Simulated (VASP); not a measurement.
# AlGaN2: single point with LDA

AlGaN2:

```xyz
4
Lattice="3.2193 0.0000 0.0000 0.0000 3.2193 0.0000 0.0000 0.0000 3.7766" Properties=species:S:1:pos:R:3 pbc="T T T"
Al    1.6097    1.6097    1.8883
Ga    0.0000    0.0000    0.0000
N     1.6097    0.0000    2.7794
N     0.0000    1.6097    0.9971
```

| Property | Result |
| --- | --- |
| Program | VASP 6.6.1 |
| Task | single point |
| Functional | LDA |
| Potentials or basis | VASP PAW LDA potentials, release 64 (Al, Ga_d, N) |
| Cutoff | 520 eV |
| k mesh | 8 × 8 × 6 |
| Occupations | gaussian, width 0.05 eV |
| Spin | no spin polarisation |

```yaml
Pressure: 17.6 GPa
Largest_force: 0.027 eV/Å
Band_gap_on_the_k_mesh: 3.18 eV
```

Forces on the atoms (eV/Å):
```
Al   0.000  0.000  0.000
Ga   0.000  0.000  0.000
N    0.000  0.000 -0.027
N    0.000  0.000  0.027
```

Stress tensor (GPa, compression positive):
```
13.69  0.00  0.00
 0.00 13.69  0.00
 0.00  0.00 25.35
```

Levels at points of the mesh, in eV from the valence-band top:
```
           k point  band 10  band 11  band 12  band 13  band 14  band 15  band 16  band 17
(0.00, 0.00, 0.00)    -3.64    -0.24    -0.24     0.00     3.18     3.54     5.87    12.03
(0.50, 0.00, 0.00)    -2.55    -2.27    -1.86    -1.72     6.78     6.92     7.60     8.17
(0.50, 0.50, 0.00)    -2.00    -2.00    -1.94    -1.84     3.81     3.81     8.08     9.50
(0.00, 0.00, 0.50)    -2.40    -2.21    -1.74    -1.74     6.11     6.60     7.50     8.50
(0.50, 0.00, 0.50)    -1.77    -1.35    -0.63    -0.03     5.22     6.30     9.09     9.85
(0.50, 0.50, 0.50)    -4.70    -3.88    -3.88    -3.74     7.77     7.77     9.61     9.95
```

Run time: 34 s on 1 thread of Intel Xeon 8259CL, on a shared host, peak memory 0.17 GiB.

Caveat: the cell stands under pressure. A k mesh can miss the band edges.
